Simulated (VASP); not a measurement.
Wanted: the native input for a VASP 6.6.1 run.

```
Task                   : single point
Functional             : PBEsol
Potentials or basis    : VASP PAW PBE potentials, release 64 (Ir)
Cutoff                 : 520 eV
k mesh                 : 22 × 22 × 22
Occupations            : gaussian, width 0.15 eV
Spin                   : no spin polarisation
Dipole correction      : no
Further INCAR settings : ALGO = Normal; EDIFF = 1e-06; NBANDS = 10
```

The structure of Ir lies in POSCAR:

```
Ir
1.0
    0.0000000000      2.0156850000      1.8237150000
    2.0156850000      0.0000000000      1.8237150000
    2.0156850000      2.0156850000      0.0000000000
Ir
1
Direct
    0.0000000000      0.0000000000      0.0000000000
```

This cell differs from its parent crystal: strain +0.050 along x and y, -0.050 along z.

One way to write it, as run:

INCAR

```
  ALGO = Normal
  EDIFF = 1E-6
  ENCUT = 520
  GGA = PS
  ISIF = 2
  ISMEAR = 0
  LASPH = T
  LCHARG = F
  LREAL = F
  LWAVE = F
  NBANDS = 10
  NELM = 60
  PREC = Accurate
  SIGMA = 0.15
```

KPOINTS

```
k-points
0
Gamma
  22 22 22
```

Potentials or basis: VASP PAW PBE potentials, release 64 (Ir).

Command:

```sh
$ cat potpaw_PBE.64/Ir/POTCAR > POTCAR
$ mpirun -np 1 vasp_std > vasp.out
```

Results of the run:

```yaml
Pressure: -15.3 GPa
Band_gap_on_the_k_mesh: zero (an odd number of electrons rules out a gap without spin polarisation)
```

Caveat: the cell differs from its parent crystal (strain +0.050 along x and y, -0.050 along z); the cell stands under tension; the PAW data sets were made with another functional, which shifts forces and pressure a little; spin-orbit coupling is left out, which moves the levels of the heavy elements.

Run time: 57 s on 1 thread of AMD EPYC 9R45 96-Core Processor (Zen 5) (shared host), peak memory 0.22 GiB.
